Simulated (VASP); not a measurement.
## Y3SnS2: single point with r2SCAN

The system is Y3SnS2.

```xyz
6
Lattice="-1.9731 2.9137 6.3554 1.9731 -2.9137 6.3554 1.9731 2.9137 -6.3554" Properties=species:S:1:pos:R:3 pbc="T T T"
Y     0.0000    2.9137    3.8350
Y     0.0000    2.9137    0.0000
Y     1.9731    0.0000    2.5204
Sn    0.0000    0.0000    0.0000
S     0.0000    0.0000    8.3339
S     0.0000    0.0000    4.3769
```

This cell differs from its parent crystal: Si replaced by Sn, lengths x 1.019, strained.

```
Program                : VASP 6.6.1
Task                   : single point
Functional             : r2SCAN
Potentials or basis    : VASP PAW PBE potentials, release 64 (Y_sv, Sn_d, S)
Cutoff                 : 520 eV
k mesh                 : 6 × 6 × 6
Occupations            : gaussian, width 0.1 eV
Spin                   : no spin polarisation
Dipole correction      : no
Further INCAR settings : ALGO = Normal; EDIFF = 1e-07; NBANDS = 38
```

```yaml
Pressure: -0.8 GPa
Largest_force: 1.297 eV/Å
```

Forces in eV/Å, atoms in the order of the input:
```
Y    0.000  0.000  1.297
Y    0.000  0.000  0.000
Y    0.000  0.000 -1.297
Sn   0.000  0.000  0.000
S    0.000  0.000  0.501
S    0.000  0.000 -0.501
```

Stress tensor (GPa, compression positive):
```
-0.76  0.00  0.00
 0.00  1.58  0.00
 0.00  0.00 -3.20
```

Levels at points of the mesh, in eV from the Fermi level:
| k point | band 25 | band 26 | band 27 | band 28 | band 29 | band 30 | band 31 | band 32 | band 33 | band 34 |
| --- | --- | --- | --- | --- | --- | --- | --- | --- | --- | --- |
| (0.00, 0.00, 0.00) | -5.12 | -4.66 | -1.56 | -0.56 | -0.20 | 0.28 | 0.39 | 0.58 | 0.87 | 1.26 |
| (0.50, 0.00, 0.00) | -4.90 | -4.69 | -2.80 | -2.05 | -0.66 | -0.02 | 0.20 | 1.75 | 1.76 | 2.10 |
| (0.00, 0.50, 0.00) | -5.07 | -4.78 | -2.53 | -1.66 | -1.56 | -1.54 | 0.95 | 0.96 | 1.87 | 2.26 |
| (0.50, 0.50, 0.00) | -5.24 | -5.17 | -2.96 | -2.60 | -2.11 | 0.95 | 0.96 | 1.26 | 1.42 | 2.75 |
| (0.50, 0.50, 0.50) | -5.08 | -4.60 | -2.13 | -1.58 | -1.08 | 0.55 | 0.57 | 0.94 | 1.41 | 1.52 |

It used 1800 s of CPU time on 1 thread of Intel(R) Xeon(R) Platinum 8488C (Sapphire Rapids), on a shared host.

Caveat: the cell differs from its parent crystal (Si replaced by Sn, lengths x 1.019, strained); the PAW data sets were made with another functional, which shifts forces and pressure a little; spin-orbit coupling is left out, which moves the levels of the heavy elements.
